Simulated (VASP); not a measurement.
Wanted: the native input for a VASP 6.6.1 run.

```
Task                   : single point
Functional             : PBE
Potentials or basis    : VASP PAW PBE potentials, release 64 (Pt, S)
Cutoff                 : 520 eV
k mesh                 : 7 × 7 × 5
Occupations            : fermi-dirac, width 0.05 eV
Spin                   : no spin polarisation
Dipole correction      : no
Further INCAR settings : ALGO = Normal; EDIFF = 1e-06; NBANDS = 18
```

The structure of PtS2 lies in POSCAR:

```
PtS2
1.0
    3.6126921524      0.0000000000      0.0000000000
   -1.8063460762      3.1286831800      0.0000000000
    0.0000000000      0.0000000000      5.1376250896
Pt S
1 2
Direct
    0.0000000000      0.0000000000      0.0000000000
    0.6666666667      0.3333333333      0.7730000000
    0.3333333333      0.6666666667      0.2270000000
```

These files were run (other wordings do the same):

INCAR

```
SYSTEM = PtS2
ALGO = Normal
EDIFF = 1E-6
ENCUT = 520
GGA = PE
ISIF = 2
ISMEAR = -1
LASPH = .True.
LCHARG = .False.
LREAL = .False.
LWAVE = .False.
NBANDS = 18
NELM = 100
PREC = Accurate
SIGMA = 0.05
```

KPOINTS

```
k-points
0
Gamma
  7 7 5
  0 0 0
```

Potentials or basis: VASP PAW PBE potentials, release 64 (Pt, S).

Run with:

```console
$ cat potpaw_PBE.64/Pt/POTCAR potpaw_PBE.64/S/POTCAR > POTCAR
$ mpirun -np 1 vasp_std > vasp.out
```

Results of the run:

| Item | Value |
| --- | --- |
| Pressure | 2.1 GPa |
| Largest force | 0.390 eV/Å |
| Band gap on the k mesh | 0.84 eV, indirect (least direct gap 1.11 eV) |

Caveat: spin-orbit coupling is left out, which moves the levels of the heavy elements.

Run time: 30 s on 1 thread of Intel(R) Xeon(R) Platinum 8259CL CPU @ 2.50GHz (Skylake/Cascade Lake) (shared host), peak memory 0.19 GiB.
